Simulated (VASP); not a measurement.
Write the native input for VASP 6.6.1 that does the following.

```yaml
Task: single point
Functional: BLYP
Potentials_or_basis: VASP PAW PBE potentials, release 64 (Ti_sv)
Cutoff: 520 eV
k_mesh: 15 × 15 × 15
Occupations: fermi-dirac, width 0.1 eV
Spin: no spin polarisation
Dipole_correction: no
Further_INCAR_settings: ALGO = Normal; EDIFF = 1e-06; NBANDS = 12
```

The structure of Ti lies in POSCAR:

```
Ti
1.0
   -1.6196578489      1.6196578489      1.6196578489
    1.6196578489     -1.6196578489      1.6196578489
    1.6196578489      1.6196578489     -1.6196578489
Ti
1
Direct
    0.0000000000      0.0000000000      0.0000000000
```

This cell differs from its parent crystal: volume scaled by 0.96.

These files were run (other wordings do the same):

INCAR

```
AGGAC = 1.0
AGGAX = 1.0
ALDAC = 0.0
ALDAX = 1.0
ALGO = Normal
EDIFF = 1E-6
ENCUT = 520
GGA = B5
ISIF = 2
ISMEAR = -1
LASPH = True
LCHARG = True
LELF = True
LREAL = False
LVHAR = True
LWAVE = False
NBANDS = 12
NELM = 100
PREC = Accurate
SIGMA = 0.1
```

KPOINTS

```
k-points
0
Gamma
  15 15 15
```

Potentials or basis: VASP PAW PBE potentials, release 64 (Ti_sv).

Command:

```console
$ cat potpaw_PBE.64/Ti_sv/POTCAR > POTCAR
$ mpirun -np 1 vasp_std > vasp.out
```

It gave:

```json
{
 "Pressure": "4.3 GPa",
 "Band gap on the k mesh": "zero (band 6 reaches 9.72 eV, above the bottom of band 7 at 8.11 eV)"
}
```

Caveat: the PAW data sets were made with another functional, which shifts forces and pressure a little.

Run time: 39 s on 1 thread of AMD EPYC 7R43 64-Core Processor (Zen 3) (shared host), peak memory 0.12 GiB.
